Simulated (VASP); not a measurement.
Here is a VASP 6.6.1 calculation.

INCAR

```
PREC = Accurate
ENCUT = 520
EDIFF = 1E-6
ISMEAR = 0
SIGMA = 0.05
LREAL = False
LASPH = True
NELM = 150
ALGO = Normal
ISIF = 2
LWAVE = False
LCHARG = False
ISPIN = 2
MAGMOM = 1.85 -3.69 -0.11 -0.11
LORBIT = 11
LMAXMIX = 4
LDAU = True
LDAUTYPE = 2
LDAUL = 2 -1
LDAUU = 3 0
LDAUJ = 0 0
LDAUPRINT = 1
GGA = PE
NBANDS = 26
```

Contents of KPOINTS:

```
regular mesh
0
Gamma
  7 7 4
```

Contents of POSCAR:

```
FeO
1.0
    3.2541700300      0.0000000000      0.0000000000
   -1.6270850100      2.8181939100      0.0000000000
    0.0000000000      0.0000000000      4.5355163400
Fe O
2 2
Direct
    0.0000000000      0.0000000000      0.0000000000
    0.0000000000      0.0000000000      0.5000000000
    0.3333333333      0.6666666667      0.2500000000
    0.6666666667      0.3333333333      0.7500000000
```

Potentials or basis: VASP PAW PBE potentials, release 64 (Fe, O).

The run is started by

```sh
$ cat potpaw_PBE.64/Fe/POTCAR potpaw_PBE.64/O/POTCAR > POTCAR
$ mpirun -np 1 vasp_std > vasp.out
```

**Question.** What does it give for the site moments?

**Answer.** Fe +3.64, -3.64; O -0.00 μB.

**Question.** Estimate the net moment.

**Answer.** 0.00 μB per cell.

**Question.** What does it give for the pressure?

**Answer.** 7.8 GPa.

**Question.** Predict the band gap on the k mesh.

**Answer.** 0.70 eV, direct.

Stress tensor (GPa, compression positive):
```
-10.25   0.00   0.00
  0.00 -10.25   0.00
  0.00   0.00  43.83
```

A k mesh can miss the band edges. The state reached can hang on the start; a lower one may exist.
